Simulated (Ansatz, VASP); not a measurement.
**Rb4Te3Ru in VASP and in Ansatz**

```
Rb Te Ru
1.0
     6.27404    0.00000    0.00000
     0.00000    6.27404    0.00000
     0.00000    0.00000    6.27404
Rb Te Ru
4 3 1
Direct
  0.50000 0.50000 0.50000
  0.50000 0.00000 0.00000
  0.00000 0.50000 0.00000
  0.00000 0.00000 0.50000
  0.50000 0.00000 0.50000
  0.50000 0.50000 0.00000
  0.00000 0.50000 0.50000
  0.00000 0.00000 0.00000
```

Change from the starting cell: species swapped into the Sr3CdO4 type (Pm-3m, No. 221).

Alike in both runs: task single point; functional PBE; k mesh 4 × 4 × 4; occupations gaussian, width 0.1 eV; no spin polarisation.

|  | VASP | Ansatz |
| --- | --- | --- |
| version | VASP 6.6.1 | Ansatz 0.2.0 |
| potentials or method | VASP PAW PBE potentials, release 64 (Rb_sv, Te, Ru_pv), cutoff 520 eV | scalar-relativistic, plane waves, PAW |
| valence electrons in the cell | 68 | 100 |

```tsv
	VASP	Ansatz	Ansatz less VASP
gap on the k mesh at the Fermi level (eV)	none	none	-
pressure (GPa)	12.1	12.1	-0.08
```

A gap of «none» marks a metal or a gap that the smearing closes. With one functional, cell and mesh, what is left measures potentials, basis and numerics. VASP's potentials hold 68 valence electrons a cell and Ansatz's 100, so a difference there can come from the potentials and not from the codes.

Neither program's run includes spin-orbit coupling.
